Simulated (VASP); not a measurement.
# Rb (P6_3/mmc) in VASP: a series of runs, part 2 of 2

VASP 6.6.1.

**3. Single point, PBEsol (69.68 Å³/atom)**

This run uses another cell than the first one, of 69.68 Å³/atom.

Input file POSCAR:

```
Rb
1.0
    4.6313131291      0.0000000000      0.0000000000
   -2.3156565645      4.0108348227      0.0000000000
    0.0000000000      0.0000000000      7.5027272691
Rb
2
Direct
    0.3333333333      0.6666666667      0.2500000000
    0.6666666667      0.3333333333      0.7500000000
```

Input file INCAR.step1:

```
SYSTEM = Rb
PREC = Accurate ; ENCUT = 520
EDIFF = 1E-7 ; ISMEAR = -1
SIGMA = 0.05 ; LREAL = .False.
LASPH = .True. ; NELM = 80
ALGO = Normal ; ISIF = 2
LWAVE = .False. ; LCHARG = .True.
GGA = PS ; NBANDS = 16
```

Input file KPOINTS.step1:

```
Automatic mesh
0
Gamma
  10 10 6
  0 0 0
```

Input file INCAR.step2:

```
SYSTEM = Rb
PREC = Accurate ; ENCUT = 520
EDIFF = 1E-7 ; ISMEAR = -5
SIGMA = 0.05 ; LREAL = .False.
LASPH = .True. ; NELM = 80
ALGO = Normal ; ISIF = 2
LWAVE = .False. ; LCHARG = .False.
GGA = PS ; LORBIT = 11
NBANDS = 16 ; NEDOS = 1001
ICHARG = 11
```

Input file KPOINTS.step2:

```
Automatic mesh
0
Gamma
  15 15 9
  0 0 0
```

Potentials or basis: VASP PAW PBE potentials, release 64 (Rb_sv).

Started as:

```bash
$ cat potpaw_PBE.64/Rb_sv/POTCAR > POTCAR
$ cp INCAR.step1 INCAR
$ cp KPOINTS.step1 KPOINTS
$ mpirun -np 1 vasp_std > vasp.out
$ cp INCAR.step2 INCAR
$ cp KPOINTS.step2 KPOINTS
$ mpirun -np 1 vasp_std > vasp.out
```

OUTCAR:

```text
SYSTEM = Rb
   PREC = Accurate
   ENCUT = 520
   EDIFF = 1E-7
   ISMEAR = -5
   LREAL = .False.
   LASPH = .True.
   NELM = 80
   ISIF = 2
   GGA = PS
   LORBIT = 11
   ICHARG = 11

 ion  position               nearest neighbor table
   1  0.333  0.667  0.250-   2 4.61   2 4.61   2 4.61   2 4.61   2 4.61   2 4.61
   2  0.667  0.333  0.750-   1 4.61   1 4.61   1 4.61   1 4.61   1 4.61   1 4.61

  LATTYP: Found a hexagonal cell.
 ALAT       =     4.6313131291
 C/A-ratio  =     1.6200000000

  Lattice vectors:

 A1 = (   4.6313131291,   0.0000000000,   0.0000000000)
[... 652 lines left out ...]
  Total        0.8190567      0.8190567      0.8361622      0.0000000      0.0000000      0.0000000
  in kB        9.4160004      9.4160004      9.6126483      0.0000000      0.0000000      0.0000000
  external PRESSURE =       9.4815497 kB  Pullay stress =       0.0000000 kB

 VOLUME and BASIS-vectors are now :
 -----------------------------------------------------------------------------
  energy-cutoff  :      520.00
  volume of cell :      139.37
      direct lattice vectors                 reciprocal lattice vectors
     4.631313129  0.000000000  0.000000000     0.215921483  0.124662326  0.000000000
    -2.315656564  4.010834823  0.000000000     0.000000000  0.249324653  0.000000000
     0.000000000  0.000000000  7.502727269     0.000000000  0.000000000  0.133284866

 POSITION                                       TOTAL-FORCE (eV/Angst)
 -----------------------------------------------------------------------------------
     -0.00000      2.67389      1.87568         0.000000     -0.000000      0.000000
      2.31566      1.33694      5.62705        -0.000000      0.000000      0.000000
 -----------------------------------------------------------------------------------
    total drift:                                0.000000     -0.000000      0.000000

  FREE ENERGIE OF THE ION-ELECTRON SYSTEM (eV)
  ---------------------------------------------------
  free  energy   TOTEN  =        -1.9659117350 eV

  energy  without entropy=       -1.9659117350  energy(sigma->0) =       -1.96591174

 total charge

# of ion       s       p       d       tot
------------------------------------------
    1        1.971   5.315   0.009   7.295
    2        1.971   5.315   0.009   7.295
--------------------------------------------------
tot          3.942  10.629   0.019  14.590
```

OUTCAR.step1:

```text
SYSTEM = Rb
   PREC = Accurate
   ENCUT = 520
   EDIFF = 1E-7
   ISMEAR = -1
   LREAL = .False.
[... 681 lines left out ...]
     -0.00000      2.67389      1.87568         0.000000      0.000000      0.000000
      2.31566      1.33694      5.62705        -0.000000     -0.000000      0.000000
 -----------------------------------------------------------------------------------
    total drift:                                0.000000     -0.000000      0.000000

  FREE ENERGIE OF THE ION-ELECTRON SYSTEM (eV)
  ---------------------------------------------------
  free  energy   TOTEN  =        -1.9734659417 eV

  energy  without entropy=       -1.9593088143  energy(sigma->0) =       -1.96638738
```

OSZICAR.step1:

```text
N       E                     dE             d eps       ncg     rms          rms(c)
DAV:   1     0.109300331694E+03    0.10930E+03   -0.72973E+03  1792   0.891E+02
DAV:   2     0.791030590588E+01   -0.10139E+03   -0.97671E+02  2520   0.184E+02
DAV:   3    -0.132142713908E+01   -0.92317E+01   -0.91994E+01  2616   0.545E+01
DAV:   4    -0.197272464098E+01   -0.65130E+00   -0.65120E+00  2848   0.102E+01
DAV:   5    -0.197874207902E+01   -0.60174E-02   -0.60174E-02  2504   0.110E+00    0.232E+00
DAV:   6    -0.197425720441E+01    0.44849E-02   -0.82857E-03  2408   0.457E-01    0.144E+00
DAV:   7    -0.197338327034E+01    0.87393E-03   -0.10448E-02  2136   0.551E-01    0.110E-01
DAV:   8    -0.197345315571E+01   -0.69885E-04   -0.75988E-04  2632   0.154E-01    0.318E-02
DAV:   9    -0.197346334819E+01   -0.10192E-04   -0.41867E-05  2480   0.439E-02    0.123E-02
DAV:  10    -0.197346640489E+01   -0.30567E-05   -0.79724E-06  2656   0.200E-02    0.431E-03
DAV:  11    -0.197346593359E+01    0.47130E-06   -0.39678E-07  2496   0.461E-03    0.103E-03
DAV:  12    -0.197346594172E+01   -0.81286E-08   -0.13242E-08  1560   0.877E-04
   1 F= -.19734659E+01 E0= -.19663874E+01  d E =-.141571E-01
```

Wall time 3.5 min (1 thread of Intel Xeon Platinum 8259CL at 2.50GHz (Skylake/Cascade Lake), shared host); peak memory 0.4 GiB.

Results:

- Valence electrons inside the program's atomic spheres: Rb 7.29

Levels at points of the mesh, in eV from the Fermi level:
```
           k point  band 6  band 7  band 8  band 9  band 10  band 11  band 12  band 13
(0.00, 0.00, 0.00)  -12.76  -12.76  -12.76   -2.36     0.06     0.90     3.64     3.64
```

Caveat: the PAW data sets were made with another functional, which shifts forces and pressure a little; tetrahedron occupations give inexact forces and stress in metals.
